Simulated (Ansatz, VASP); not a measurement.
# Cu: VASP beside Ansatz

Contents of INCAR:

```
SYSTEM = Cu
ALGO = Normal ; EDIFF = 1E-6
ENCUT = 600 ; GGA = PS
GGA_COMPAT = .False. ; ISIF = 2
ISMEAR = 0 ; LASPH = .True.
LCHARG = .False. ; LREAL = .False.
LWAVE = .False. ; NBANDS = 12
NELM = 120 ; PREC = Accurate
SIGMA = 0.1
```

Contents of KPOINTS:

```
k-points
0
Gamma
  13 13 13
  0 0 0
```

File POSCAR:

```
Cu
1.0
    0.0000000000      1.8075000000      1.8075000000
    1.8075000000      0.0000000000      1.8075000000
    1.8075000000      1.8075000000      0.0000000000
Cu
1
Direct
    0.0000000000      0.0000000000      0.0000000000
```

Input for Ansatz:

```yaml
crystal:
  lattice:
    - [0.0, 1.8075, 1.8075]
    - [1.8075, 0.0, 1.8075]
    - [1.8075, 1.8075, 0.0]
  atoms:
    - { symbol: Cu, position: [0.0, 0.0, 0.0] }
hamiltonian:
  xc: pbesol
  pseudopotentials: { kind: paw }
basis:
  ecutwfc: 420
kpoints:
  mp_grid: { grid: [13, 13, 13] }
scf:
  occupations: { method: gaussian, width: 0.1 }
  lower_state_search: "off"
output:
  forces: true
  stress: true
```

Alike in both runs: task single point; functional PBEsol; k mesh 13 × 13 × 13; occupations gaussian, width 0.1 eV; no spin polarisation.

|  | VASP | Ansatz |
| --- | --- | --- |
| version | VASP 6.6.1 | Ansatz 0.2.0 |
| potentials or method | VASP PAW PBE potentials, release 64 (Cu), cutoff 600 eV | PAW, plane waves, scalar-relativistic |
| valence electrons in the cell | 11 | 19 |

```csv
,VASP,Ansatz,Ansatz less VASP
pressure (GPa),-5.8,-6.6,-0.75
```

VASP's potentials were made for PBE, not for PBEsol. VASP's potentials hold 11 valence electrons a cell and Ansatz's 19, so a difference there can come from the potentials and not from the codes.
